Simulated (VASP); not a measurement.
The system is BaTe.

```xyz
2
Lattice="4.2625 0.0000 0.0000 0.0000 4.2625 0.0000 0.0000 0.0000 4.2625" Properties=species:S:1:pos:R:3 pbc="T T T"
Ba    0.0000    0.0000    0.0000
Te    2.1312    2.1312    2.1312
```

Base run:

* Program: VASP 6.6.1
* Functional: r2SCAN
* Potentials or basis: VASP PAW PBE potentials, release 64 (Ba_sv, Te)
* Cutoff: 520 eV
* k mesh: 4 × 4 × 4
* Occupations: gaussian, width 0.01 eV
* Spin: no spin polarisation

Its results: band gap on the k mesh 1.12 eV, indirect (least direct gap 1.38 eV); pressure 0.1 GPa.

Problem. The run is repeated on the same cell with these changes: functional from r2SCAN to BLYP; further incar settings from ALGO = Normal; EDIFF = 1e-07; NBANDS = 15 to ALGO = Normal; EDIFF = 1e-06; NBANDS = 15. What comes out?

Solution. Band gap on the k mesh 0.89 eV, indirect (least direct gap 1.11 eV); pressure 2.5 GPa.

Caveats: the PAW data sets were made with another functional, which shifts forces and pressure a little; spin-orbit coupling is left out, which moves the levels of the heavy elements.

A k mesh can miss the band edges.
